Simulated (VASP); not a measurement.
A run of VASP 6.6.1:

Contents of INCAR:

```
SYSTEM = Se
PREC = Accurate
ENCUT = 520
EDIFF = 1E-6
ISMEAR = 0
SIGMA = 0.05
LREAL = .False.
LASPH = .True.
NELM = 80
ALGO = Normal
ISIF = 2
LWAVE = .False.
LCHARG = .True.
GGA = PE
IVDW = 12
LELF = .True.
LVHAR = .True.
NBANDS = 16
```

Contents of KPOINTS:

```
regular mesh
0
Gamma
  12 12 8
  0 0 0
```

Contents of POSCAR:

```
Se
1.0
    4.3089284814      0.0000000000      0.0000000000
   -2.1544642407      3.7316415280      0.0000000000
    0.0000000000      0.0000000000      4.8143657922
Se
3
Direct
    0.2473450684      0.0000000000      0.3333333333
    0.0000000000      0.2473450684      0.6666666667
    0.7526549316      0.7526549316      0.0000000000
```

Potentials or basis: VASP PAW PBE potentials, release 64 (Se).

The run is started by

```console
$ cat potpaw_PBE.64/Se/POTCAR > POTCAR
$ mpirun -np 1 vasp_std > vasp.out
```

Hardware: 1 thread of Oxide Virtual Turin-like Processor, on a shared host.

**Question.** Estimate the wall time of this run.

**Answer.** Run time: 110 s on 1 thread of Oxide Virtual Turin-like Processor, on a shared host, peak memory 0.24 GiB. Counts: scf iterations 12, k points 131.
